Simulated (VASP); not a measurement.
Input of a VASP 6.6.1 run:

File INCAR:

```
PREC = Accurate
ENCUT = 520
EDIFF = 1E-6
ISMEAR = -1
SIGMA = 0.05
LREAL = False
LASPH = True
NELM = 60
ALGO = Normal
ISIF = 2
LWAVE = False
LCHARG = False
GGA = PE
NBANDS = 11
```

KPOINTS

```
Automatic mesh
0
Gamma
  13 13 13
```

Contents of POSCAR:

```
MgS
1.0
    0.0000000000      2.8719159257      2.8719159257
    2.8719159257      0.0000000000      2.8719159257
    2.8719159257      2.8719159257      0.0000000000
Mg S
1 1
Direct
    0.0000000000      0.0000000000      0.0000000000
    0.2500000000      0.2500000000      0.2500000000
```

Potentials or basis: VASP PAW PBE potentials, release 64 (Mg, S).

Run with:

```bash
$ cat potpaw_PBE.64/Mg/POTCAR potpaw_PBE.64/S/POTCAR > POTCAR
$ mpirun -np 1 vasp_std > vasp.out
```

What does it give for the pressure?

-1.4 GPa.

Predict the band gap on the k mesh.

3.25 eV, direct.

 A k mesh can miss the band edges.
